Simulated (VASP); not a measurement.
# Zr (Fm-3m) in VASP: further runs, part 2 of 2

VASP 6.6.1. The steps go on from the part before.

## (5) Single point, PBEsol (volume scaled by 1.08)

The input, INCAR:

```
PREC = Accurate
ENCUT = 520
EDIFF = 1E-6
ISMEAR = -1
SIGMA = 0.1
LREAL = False
LASPH = True
NELM = 60
ALGO = Normal
ISIF = 2
LWAVE = False
LCHARG = False
GGA = PS
NBANDS = 12
```

The input, KPOINTS:

```
regular mesh
0
Gamma
  14 14 14
```

The input, POSCAR:

```
Zr
1.0
    0.0000000000      2.2899502399      2.2899502399
    2.2899502399      0.0000000000      2.2899502399
    2.2899502399      2.2899502399      0.0000000000
Zr
1
Direct
    0.0000000000      0.0000000000      0.0000000000
```

Potentials or basis: VASP PAW PBE potentials, release 64 (Zr_sv).

Run with:

```sh
cat potpaw_PBE.64/Zr_sv/POTCAR > POTCAR
mpirun -np 1 vasp_std > vasp.out
```

OUTCAR:

```text
PREC = Accurate
   ENCUT = 520
   EDIFF = 1E-6
   ISMEAR = -1
   LREAL = False
   LASPH = True
   NELM = 60
   ISIF = 2
   GGA = PS

 ion  position               nearest neighbor table
   1  0.000  0.000  0.000-

  LATTYP: Found a face centered cubic cell.
 ALAT       =     4.5799004798

  Lattice vectors:

 A1 = (   0.0000000000,   2.2899502399,   2.2899502399)
 A2 = (   2.2899502399,   0.0000000000,   2.2899502399)
 A3 = (   2.2899502399,   2.2899502399,   0.0000000000)

Analysis of symmetry for initial positions (statically):
=====================================================================
 Subroutine PRICEL returns:
 Original cell was already a primitive cell.

 Routine SETGRP: Setting up the symmetry group for a
 face centered cubic supercell.

 Subroutine GETGRP returns: Found 48 space group operations
 (whereof 48 operations were pure point group operations)
 out of a pool of 48 trial point group operations.

The static configuration has the point symmetry O_h .

Analysis of symmetry for dynamics (positions and initial velocities):
[... 159 lines left out ...]
 cond. band min:       8.4215207473   @ k =  -0.4286   0.1429   0.0714
 fundamental gap:      0.0124247329
 Fermi energy:         8.4091990854

 k-point     1 :       0.0000    0.0000    0.0000
  band No.  band energies     occupation
      1     -40.2495      2.00000
      2     -17.8272      2.00000
      3     -17.8272      2.00000
      4     -17.8272      2.00000
      5       2.9071      2.00000
      6       9.3837      0.00012
      7       9.3837      0.00012
      8       9.3837      0.00012
      9      11.6969      0.00000
     10      11.6969      0.00000
     11      18.8714      0.00000
     12      22.8891      0.00000
[... 331 lines left out ...]
 k-point    24 :       0.2857    0.1429    0.0000
  band No.  band energies     occupation
      1     -40.1761      2.00000
      2     -18.2718      2.00000
      3     -17.9455      2.00000
      4     -17.9368      2.00000
      5       4.8601      2.00000
      6       7.9767      1.97387
      7       9.4849      0.00004
      8      10.2014      0.00000
      9      11.1794      0.00000
     10      12.4250      0.00000
     11      20.3329      0.00000
     12      22.3201      0.00000

 [... further k-points ...]
[... 5 lines left out ...]
  --------------------------------------------------------------------------------------
  -------------------------------------------------------------------------------------
  Total       -0.9385529     -0.9385529     -0.9385529      0.0000000     -0.0000000      0.0000000
  in kB      -62.6125204    -62.6125204    -62.6125204      0.0000000     -0.0000000      0.0000000
  external PRESSURE =     -62.6125204 kB  Pullay stress =       0.0000000 kB

 VOLUME and BASIS-vectors are now :
 -----------------------------------------------------------------------------
  energy-cutoff  :      520.00
  volume of cell :       24.02
      direct lattice vectors                 reciprocal lattice vectors
     0.000000000  2.289950240  2.289950240    -0.218345356  0.218345356  0.218345356
     2.289950240  0.000000000  2.289950240     0.218345356 -0.218345356  0.218345356
     2.289950240  2.289950240  0.000000000     0.218345356  0.218345356 -0.218345356

 POSITION                                       TOTAL-FORCE (eV/Angst)
 -----------------------------------------------------------------------------------
      0.00000      0.00000      0.00000         0.000000      0.000000      0.000000
 -----------------------------------------------------------------------------------
    total drift:                               -0.000000      0.000000      0.000000

  FREE ENERGIE OF THE ION-ELECTRON SYSTEM (eV)
  ---------------------------------------------------
  free  energy   TOTEN  =        -9.0374610208 eV

  energy  without entropy=       -8.9845135309  energy(sigma->0) =       -9.01098728
```

OSZICAR:

```text
N       E                     dE             d eps       ncg     rms          rms(c)
DAV:   1     0.858078351998E+02    0.85808E+02   -0.69686E+03  2504   0.999E+02
DAV:   2    -0.640086732652E+01   -0.92209E+02   -0.89690E+02  2916   0.267E+02
DAV:   3    -0.939807484753E+01   -0.29972E+01   -0.29554E+01  3732   0.412E+01
DAV:   4    -0.945922470821E+01   -0.61150E-01   -0.61124E-01  2896   0.574E+00
DAV:   5    -0.946039354721E+01   -0.11688E-02   -0.11688E-02  3660   0.598E-01    0.100E+01
DAV:   6    -0.910646090952E+01    0.35393E+00   -0.44152E-01  2684   0.596E+00    0.389E+00
DAV:   7    -0.903585409482E+01    0.70607E-01   -0.22396E-01  2980   0.401E+00    0.731E-01
DAV:   8    -0.903747388790E+01   -0.16198E-02   -0.12656E-02  2956   0.128E+00    0.111E-01
DAV:   9    -0.903746727162E+01    0.66163E-05   -0.42907E-04  3276   0.190E-01    0.185E-02
DAV:  10    -0.903746295808E+01    0.43135E-05   -0.15450E-05  2984   0.409E-02    0.682E-03
DAV:  11    -0.903746106553E+01    0.18926E-05   -0.78299E-07  2032   0.909E-03    0.109E-03
DAV:  12    -0.903746102080E+01    0.44726E-07   -0.11001E-07  1592   0.225E-03
   1 F= -.90374610E+01 E0= -.90109873E+01  d E =-.529475E-01
```

stdout:

```text
POSCAR found type information on POSCAR Zr
 POSCAR found :  1 types and       1 ions
 scaLAPACK will be used
 -----------------------------------------------------------------------------
|                                                                             |
|                                                                             |
|     You enforced a specific xc type in the INCAR file but a different       |
|     I HOPE YOU KNOW WHAT YOU ARE DOING!                                     |
|                                                                             |
 -----------------------------------------------------------------------------

 LDA part: xc-table for (Slater+PW92), standard interpolation
 POSCAR, INCAR and KPOINTS ok, starting setup
 FFT: planning ... GRIDC
 FFT: planning ... GRID_SOFT
 FFT: planning ... GRID
 WAVECAR not read
 entering main loop
```

It took 17 s on 1 thread of Intel Xeon Platinum 8259CL at 2.50GHz (Skylake/Cascade Lake), shared host; peak memory 0.15 GiB.

What came out:

| Item | Value |
| --- | --- |
| Free energy | -9.0375 eV |
| Pressure | -6.3 GPa |
| Band gap on the k mesh | zero (band 6 reaches 9.38 eV, above the bottom of band 7 at 7.82 eV) |

Levels at points of the mesh, in eV from the Fermi level:
```tsv
k point	band 4	band 5	band 6	band 7	band 8	band 9
(0.00, 0.00, 0.00)	-26.24	-5.50	0.97	0.97	0.97	3.29
(0.50, 0.00, 0.00)	-26.35	-2.87	0.80	0.80	1.01	5.01
(0.50, 0.50, 0.00)	-26.55	-2.86	-2.07	2.83	5.01	5.51
```

Caveat: the PAW data sets were made with another functional, which shifts forces and pressure a little.

## (6) The runs side by side

| cell | gap on the mesh (eV) | pressure (GPa) |
| --- | --- | --- |
| a = 3.114 Å, angles 60.0°, 1 atom | none | 4.5 |
| a = 3.156 Å, angles 60.0°, 1 atom | none | 0.3 |
| a = 3.198 Å, angles 60.0°, 1 atom | none | -3.3 |
| a = 3.238 Å, angles 60.0°, 1 atom | none | -6.3 |

Alike in all rows: task single point; level PBEsol; potentials or basis VASP PAW PBE potentials, release 64 (Zr_sv); no spin polarisation; k mesh 14 × 14 × 14; cutoff (eV) 520; smearing fermi-dirac 0.1 eV.

Caveats: the PAW data sets were made with another functional, which shifts forces and pressure a little.

Absolute energies hang on the potentials; compare differences alone.
